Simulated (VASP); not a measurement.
# AlCo in VASP: single point with LDA

Aim: the single point of AlCo with LDA.

All numbers are computed with VASP 6.6.1; they aren't measurements. Logs are shortened: lines on timing, memory, paths and dates and some standing lists are left out, and cuts for length are marked.

### Step 1. The cell of the first run

The cell holds a slab with vacuum, 6 atoms: a = 2.794 Å, b = 3.951 Å, c = 19.951 Å, α = 90.00°, β = 90.00°, γ = 90.00°.

### Step 2. Single point, LDA

POSCAR

```
AlCo
1.0
    2.7937509608      0.0000000000      0.0000000000
    0.0000000000      3.9509604987      0.0000000000
    0.0000000000      0.0000000000     19.9510000000
Co Al
3 3
Direct
    0.7500000000      0.2500000000      0.4009833969
    0.7500000000      0.7500000000      0.5000000000
    0.7500000000      0.2500000000      0.5990166031
    0.2500000000      0.7500000000      0.4009833969
    0.2500000000      0.2500000000      0.5000000000
    0.2500000000      0.7500000000      0.5990166031
```

INCAR.step1

```
PREC = Accurate ; ENCUT = 520
EDIFF = 1E-7 ; ISMEAR = -1
SIGMA = 0.05 ; LREAL = F
LASPH = T ; NELM = 100
ALGO = Normal ; ISIF = 2
LWAVE = F ; LCHARG = T
LMAXMIX = 4 ; LDIPOL = T
IDIPOL = 3 ; DIPOL = 0.5 0.5 0.500
NBANDS = 27
```

KPOINTS.step1

```
Automatic mesh
0
Gamma
  15 10 1
```

INCAR.step2

```
PREC = Accurate ; ENCUT = 520
EDIFF = 1E-7 ; ISMEAR = -5
SIGMA = 0.05 ; LREAL = F
LASPH = T ; NELM = 100
ALGO = Normal ; ISIF = 2
LWAVE = F ; LCHARG = F
LMAXMIX = 4 ; LDIPOL = T
IDIPOL = 3 ; DIPOL = 0.5 0.5 0.500
LORBIT = 11 ; NEDOS = 2001
ICHARG = 11
```

KPOINTS.step2

```
Automatic mesh
0
Gamma
  23 15 1
```

Potentials or basis: VASP PAW LDA potentials, release 64 (Co, Al).

Started as:

```console
$ cat potpaw_LDA.64/Co/POTCAR potpaw_LDA.64/Al/POTCAR > POTCAR
$ cp INCAR.step1 INCAR
$ cp KPOINTS.step1 KPOINTS
$ mpirun -np 1 vasp_std > vasp.out
$ cp INCAR.step2 INCAR
$ cp KPOINTS.step2 KPOINTS
$ mpirun -np 1 vasp_std > vasp.out
```

OUTCAR:

```text
PREC = Accurate
   ENCUT = 520
   EDIFF = 1E-7
   ISMEAR = -5
   LREAL = F
   LASPH = T
   NELM = 100
   ISIF = 2
   LORBIT = 11
   ICHARG = 11

 ion  position               nearest neighbor table
   1  0.750  0.250  0.401-   5 2.42   5 2.42   4 2.42   4 2.42   4 2.42   4 2.42   2 2.79   2 2.79

   2  0.750  0.750  0.500-   4 2.42   6 2.42   4 2.42   6 2.42   5 2.42   5 2.42   5 2.42   5 2.42
                             1 2.79   1 2.79   3 2.79   3 2.79
   3  0.750  0.250  0.599-   5 2.42   5 2.42   6 2.42   6 2.42   6 2.42   6 2.42   2 2.79   2 2.79

   4  0.250  0.750  0.401-   2 2.42   2 2.42   1 2.42   1 2.42   1 2.42   1 2.42   5 2.79   5 2.79

   5  0.250  0.250  0.500-   1 2.42   3 2.42   1 2.42   3 2.42   2 2.42   2 2.42   2 2.42   2 2.42
                             6 2.79   4 2.79   4 2.79   6 2.79
   6  0.250  0.750  0.599-   2 2.42   2 2.42   3 2.42   3 2.42   3 2.42   3 2.42   5 2.79   5 2.79

  LATTYP: Found a simple orthorhombic cell.
 ALAT       =     2.7937509608
 B/A-ratio  =     1.4142135624
 C/A-ratio  =     7.1412950832

  Lattice vectors:

 A1 = (   2.7937509608,   0.0000000000,   0.0000000000)
 A2 = (   0.0000000000,   3.9509604987,   0.0000000000)
 A3 = (   0.0000000000,   0.0000000000,  19.9510000000)

Analysis of symmetry for initial positions (statically):
=====================================================================
 Subroutine PRICEL returns:
 Original cell was already a primitive cell.

 Routine SETGRP: Setting up the symmetry group for a
 simple orthorhombic supercell.

 Subroutine GETGRP returns: Found  8 space group operations
 (whereof  2 operations were pure point group operations)
 out of a pool of  8 trial point group operations.

The static configuration has the point symmetry C_1h.
 The point group associated with its full space group is D_2h.

Analysis of symmetry for dynamics (positions and initial velocities):
=====================================================================
 Subroutine PRICEL returns:
 Original cell was already a primitive cell.

 Routine SETGRP: Setting up the symmetry group for a
 simple orthorhombic supercell.

 Subroutine GETGRP returns: Found  8 space group operations
 (whereof  2 operations were pure point group operations)
 out of a pool of  8 trial point group operations.

The dynamic configuration has the point symmetry C_1h.
 The point group associated with its full space group is D_2h.

 Subroutine INISYM returns: Found  8 space group operations
 (whereof  2 operations are pure point group operations),
 and found     1 'primitive' translations

----------------------------------------------------------------------------------------

                                     Primitive cell

  volume of cell :     220.2191

  direct lattice vectors                    reciprocal lattice vectors
     2.793750961  0.000000000  0.000000000     0.357941711  0.000000000  0.000000000
     0.000000000  3.950960499  0.000000000     0.000000000  0.253103011  0.000000000
     0.000000000  0.000000000 19.951000000     0.000000000  0.000000000  0.050122801

  length of vectors
     2.793750961  3.950960499 19.951000000     0.357941711  0.253103011  0.050122801

  position of ions in fractional coordinates (direct lattice)
     0.750000000  0.250000000  0.400983397
     0.750000000  0.750000000  0.500000000
     0.750000000  0.250000000  0.599016603
     0.250000000  0.750000000  0.400983397
     0.250000000  0.250000000  0.500000000
     0.250000000  0.750000000  0.599016603

  ion indices of the primitive-cell ions
   primitive index   ion index
                 1           1
                 2           2
                 3           3
                 4           4
                 5           5
                 6           6

----------------------------------------------------------------------------------------

 KPOINTS: Automatic mesh

Automatic generation of k-mesh.
 Grid dimensions read from file:
 generate k-points for:   23   15    1

 Generating k-lattice:

  Cartesian coordinates                     Fractional coordinates (reciprocal lattice)
     0.015562683  0.000000000  0.000000000     0.043478261  0.000000000  0.000000000
     0.000000000  0.016873534  0.000000000     0.000000000  0.066666667  0.000000000
     0.000000000  0.000000000  0.050122801     0.000000000  0.000000000  1.000000000

  Length of vectors
     0.015562683  0.016873534  0.050122801

  Shift w.r.t. Gamma in fractional coordinates (k-lattice)
     0.000000000  0.000000000  0.000000000

 TETIRR: Found    979 inequivalent tetrahedra from     2070

 Subroutine IBZKPT returns following result:
 ===========================================

 Found     96 irreducible k-points:

 Following reciprocal coordinates:
            Coordinates               Weight
  0.000000  0.000000  0.000000      1.000000
  0.043478  0.000000  0.000000      2.000000
  0.086957  0.000000  0.000000      2.000000
  0.130435  0.000000  0.000000      2.000000
  0.173913  0.000000  0.000000      2.000000
  0.217391  0.000000  0.000000      2.000000
[... 16 lines left out ...]
  0.434783  0.066667  0.000000      4.000000
  0.478261  0.066667  0.000000      4.000000
 [... further k-points ...]
   k-points           NKPTS =     96   k-points in BZ     NKDIM =     96   number of bands    NBANDS=     22
   number of dos      NEDOS =   2001   number of ions     NIONS =      6
   total plane-waves  NPLWV = 108000
   dimension x,y,z NGX =    24 NGY =   30 NGZ =  150
   dimension x,y,z NGXF=    48 NGYF=   60 NGZF=  300
   ions per type =               3   3
   NGX,Y,Z   is equivalent  to a cutoff of  14.28, 12.62, 12.50 a.u.
   NGXF,Y,Z  is equivalent  to a cutoff of  28.56, 25.25, 25.00 a.u.
 SYSTEM =  unknown system
   PREC   = accura    normal or accurate (medium, high low for compatibility)
   ISTART =      0    job   : 0-new  1-cont  2-samecut
   ICHARG =     11    charge: 1-file 2-atom 10-const
   ISPIN  =      1    spin polarized calculation?
   LNONCOLLINEAR =      F non collinear calculations
   LSORBIT =      F    spin-orbit coupling
   LASPH  =      T    aspherical Exc in radial PAW
   ENCUT  =  520.0 eV  38.22 Ry    6.18 a.u.   5.19  7.35 37.10*2*pi/ulx,y,z
   NELM   =    100;   NELMIN=  2; NELMDL=  0     # of ELM steps
   EDIFF  = 0.1E-06   stopping-criterion for ELM
   LREAL  =      F    real-space projection
   EDIFFG = 0.1E-05   stopping-criterion for IOM
   NSW    =      0    number of steps for IOM
   IBRION =     -1    ionic relax: 0-MD 1-quasi-New 2-CG
   NFREE  =      0    steps in history (QN), initial steepest desc. (CG)
   ISIF   =      2    stress and relaxation
   ISYM   =      2    0-nonsym 1-usesym 2-fastsym
   POTIM  = 0.5000    time-step for ionic-motion
   TEBEG  =    0.0;   TEEND  =   0.0 temperature during run
   PSTRESS=    0.0 pullay stress
   NELECT =      36.0000    total number of electrons
   NUPDOWN=      -1.0000    fix difference up-down
   EMIN   =  10.00;   EMAX   =-10.00  energy-range for DOS
   EFERMI =   0.00;   METHOD = LEGACY
   ISMEAR =    -5;   SIGMA  =   0.05  broadening in eV -4-tet -1-fermi 0-gaus
   EFERMI_NEDOS =   21; number of points for ismear=-14 and -15
   IALGO  =     38    algorithm
   IMIX   =      4    mixing-type and parameters
     AMIX     =   0.40;   BMIX     =  1.00
     AMIX_MAG =   1.60;   BMIX_MAG =  1.00
  volume/ion in A,a.u.               =      36.70       247.69
  Fermi-wavevector in a.u.,A,eV,Ry     =   0.895139  1.691568 10.902001  0.801274
  Thomas-Fermi vector in A             =   2.017433
   LORBIT       =     11    0 simple, 1 ext, 2 COOP (PROOUT), +10 PAW based schemes
   GGA     = CA    functional components
   LHFCALC =     F    Hartree Fock is set to
   AEXX    =    0.0000 exact exchange contribution
   IVDW    =     0    specifies the selected vdW correction
   LEPSILON=     F    determine dielectric tensor
   LRPA    =     F    only Hartree local field effects (RPA)
 non-spin polarized calculation
 Fermi weights with tetrahedron method with Bloechl corrections
  energy-cutoff  :      520.00
  volume of cell :      220.22
 maximum number of plane-waves:      5974
 NGX is ok and might be reduce to    24

 number of electron      35.9999987 magnetization

 dipolmoment           0.000000      0.000000      0.000000 electrons x Angstroem

 Free energy of the ion-electron system (eV)
  ---------------------------------------------------
  ext. energy  EPLUGINS =         0.00000000
  ---------------------------------------------------
  free energy    TOTEN  =       -37.46747692 eV

  energy without entropy =      -37.46747692  energy(sigma->0) =      -37.46747692

 E-fermi :  -0.3235     XC(G=0):  -4.8943

 val. band max:       -0.3232044404   @ k =   0.0435   0.2667   0.0000
 cond. band min:      -0.3391362518   @ k =   0.0435   0.3333   0.0000
 fundamental gap:     -0.0159318114
 Fermi energy:        -0.3235093824

 k-point     1 :       0.0000    0.0000    0.0000
  band No.  band energies     occupation
      1     -10.5442      2.00000
      2      -8.3037      2.00000
      3      -5.8078      2.00000
      4      -3.5160      2.00000
      5      -3.0472      2.00000
      6      -2.7932      2.00000
[... 14 lines left out ...]
     21       1.6407      0.00000
     22       3.2858      0.00000
[... 552 lines left out ...]
  band No.  band energies     occupation
      1      -6.5170      2.00000
      2      -5.8069      2.00000
      3      -5.0910      2.00000
      4      -4.1250      2.00000
      5      -3.7812      2.00000
      6      -3.7131      2.00000
[... 14 lines left out ...]
     21       1.9181      0.00000
     22       3.4272      0.00000

 [... further k-points ...]

------------------------ aborting loop because EDIFF is reached ----------------------------------------

 vacuum level on the upper side and lower side of the slab       (xc-potential included)        -0.083        -0.083

  FORCE on cell =-STRESS in cart. coord.  units (eV):
  Direction    XX          YY          ZZ          XY          YZ          ZX
  --------------------------------------------------------------------------------------
  -------------------------------------------------------------------------------------
  Total       -4.1292571     -2.2615302      0.2467012      0.0000000      0.0000000      0.0000000
  in kB      -30.0419048    -16.4534862      1.7948442      0.0000000      0.0000000      0.0000000
  external PRESSURE =     -14.9001823 kB  Pullay stress =       0.0000000 kB

 VOLUME and BASIS-vectors are now :
 -----------------------------------------------------------------------------
  energy-cutoff  :      520.00
  volume of cell :      220.22
      direct lattice vectors                 reciprocal lattice vectors
     2.793750961  0.000000000  0.000000000     0.357941711  0.000000000  0.000000000
     0.000000000  3.950960499  0.000000000     0.000000000  0.253103011  0.000000000
     0.000000000  0.000000000 19.951000000     0.000000000  0.000000000  0.050122801

 POSITION                                       TOTAL-FORCE (eV/Angst)
 -----------------------------------------------------------------------------------
      2.09531      0.98774      8.00002         0.000000     -0.000000      0.768072
      2.09531      2.96322      9.97550        -0.000000     -0.000000      0.000000
      2.09531      0.98774     11.95098         0.000000      0.000000     -0.768072
      0.69844      2.96322      8.00002        -0.000000      0.000000     -0.601589
      0.69844      0.98774      9.97550        -0.000000     -0.000000      0.000000
      0.69844      2.96322     11.95098        -0.000000     -0.000000      0.601589
 -----------------------------------------------------------------------------------
    total drift:                                0.000000      0.000000      0.000000

  FREE ENERGIE OF THE ION-ELECTRON SYSTEM (eV)
  ---------------------------------------------------
  free  energy   TOTEN  =       -37.4674769153 eV

  energy  without entropy=      -37.4674769153  energy(sigma->0) =      -37.46747692

 vacuum level on the upper side and lower side of the slab         4.750         4.750

 total charge

# of ion       s       p       d       tot
------------------------------------------
    1        0.437   0.421   7.511   8.370
    2        0.464   0.525   7.607   8.596
    3        0.437   0.421   7.511   8.370
    4        0.435   0.410   0.000   0.845
    5        0.410   0.458   0.000   0.868
    6        0.435   0.410   0.000   0.845
--------------------------------------------------
tot          2.620   2.646  22.630  27.895
```

It took 16 min on 1 thread of Oxide Virtual Turin-like, shared host; peak memory 0.48 GiB.

What came out:

```yaml
Valence_electrons_inside_the_program's_atomic_spheres: Co 8.37, 8.60 (each value once); Al 0.84, 0.87 (each value once)
```

Caveat: the run has no spin polarisation, though such a crystal can be magnetic. Spin polarisation is off, so any magnetic state and its effect on volume and gap are missing.
